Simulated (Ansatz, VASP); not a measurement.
**Two plane-wave programs on TaSi5B2**

```
CELL_PARAMETERS angstrom
4.50839 0.00000 0.00000
-2.25419 3.90438 0.00000
0.00000 0.00000 7.08224
ATOMIC_POSITIONS crystal
Ta 0.33333 0.66667 0.00000
Si 0.17407 0.82593 0.50000
Si 0.17407 0.34814 0.50000
Si 0.65186 0.82593 0.50000
Si 0.66667 0.33333 0.25903
Si 0.66667 0.33333 0.74097
B 0.00000 0.00000 0.00000
B 0.66667 0.33333 0.50000
```

Alike in both runs: task relaxation of cell and atoms; functional PBE; k mesh 4 × 4 × 3; occupations gaussian, width 0.2 eV; no spin polarisation.

```csv
,VASP,Ansatz
version,VASP 6.6.1,Ansatz 0.2.0
potentials or method,"VASP PAW PBE potentials, release 64 (Ta_pv, Si, B), cutoff 500 eV","scalar-relativistic, plane waves, PAW"
valence electrons in the cell,37,39
```

```csv
,VASP,Ansatz,Ansatz less VASP
"gap on the k mesh at the Fermi level, each at its own relaxed structure (eV)",none,none,-
relaxed volume (Å³/atom),14.24,14.26,+0.015
relaxed cell length with the largest relative difference (Å),5.861,5.871,+0.0100
```

A gap of «none» marks a metal or a gap that the smearing closes. VASP's potentials hold 37 valence electrons a cell and Ansatz's 39, so a difference there can come from the potentials and not from the codes.

The k mesh is coarse, so the values compare programs but aren't converged. Spin-orbit coupling is off throughout.
